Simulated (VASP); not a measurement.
Crystal: HfN.

```
CELL_PARAMETERS angstrom
0.00000 2.25600 2.25600
2.25600 0.00000 2.25600
2.25600 2.25600 0.00000
ATOMIC_POSITIONS crystal
Hf 0.00000 0.00000 0.00000
N 0.50000 0.50000 0.50000
```

* Program: VASP 6.6.1
* Task: relaxation of cell and atoms
* Functional: PBE
* Potentials or basis: VASP PAW PBE potentials, release 64 (Hf_pv, N)
* Cutoff: 600 eV
* k mesh: 16 × 16 × 16
* Occupations: gaussian, width 0.1 eV
* Spin: no spin polarisation

At the start: pressure 4.1 GPa; volume 11.48 Å³/atom.

Q: Where does the relaxation end?

A: Over 3 steps the energy falls by 2.1 meV/atom and the volume is 11.65 Å³/atom (+1.5 %); space group Fm-3m (No. 225, to 0.05 Å).

The path:
```
step  energy change (eV)  largest force (eV/Å)  pressure (GPa)  volume (Å³)
   1              0.0000                0.0000            4.05        22.96
   2              0.0101                0.0000           -6.93        23.94
   3             -0.0042                0.0000           -0.02        23.30
```

Final structure:
```
Hf N
1.0
     0.00000    2.26702    2.26702
     2.26702    0.00000    2.26702
     2.26702    2.26702    0.00000
Hf N
1 1
Direct
  0.00000 0.00000 0.00000
  0.50000 0.50000 0.50000
```
